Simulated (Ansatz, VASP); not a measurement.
## One calculation of KCl, two programs

```xyz
2
Lattice="0.0000 3.1561 3.4086 3.1561 0.0000 3.4086 3.1561 3.1561 0.0000" Properties=species:S:1:pos:R:3 pbc="T T T"
K     0.0000    0.0000    0.0000
Cl    3.1561    3.1561    3.4086
```

Change from the starting cell: strain +0.000 along x and y, +0.080 along z, atoms carried along.

Alike in both runs: task single point; functional PBEsol; k mesh 6 × 6 × 6; occupations gaussian, width 0.05 eV; no spin polarisation.

|  | VASP | Ansatz |
| --- | --- | --- |
| version | VASP 6.6.1 | Ansatz 0.2.0 |
| potentials or method | VASP PAW PBE potentials, release 64 (K_sv, Cl), cutoff 520 eV | scalar-relativistic, plane waves, PAW |
| valence electrons in the cell | 16 | 16 |

|  | VASP | Ansatz | Ansatz less VASP |
| --- | --- | --- | --- |
| gap on the k mesh at the Fermi level (eV) | 4.75 | 4.76 | +0.003 |
| least direct gap on the mesh (eV) | 4.75 | 4.76 | +0.003 |
| pressure (GPa) | -1.3 | -1.3 | -0.02 |
| traceless stress, the component that is largest in VASP (GPa) | -0.81 | -0.78 | +0.026 |

VASP's potentials were made for PBE, not for PBEsol.
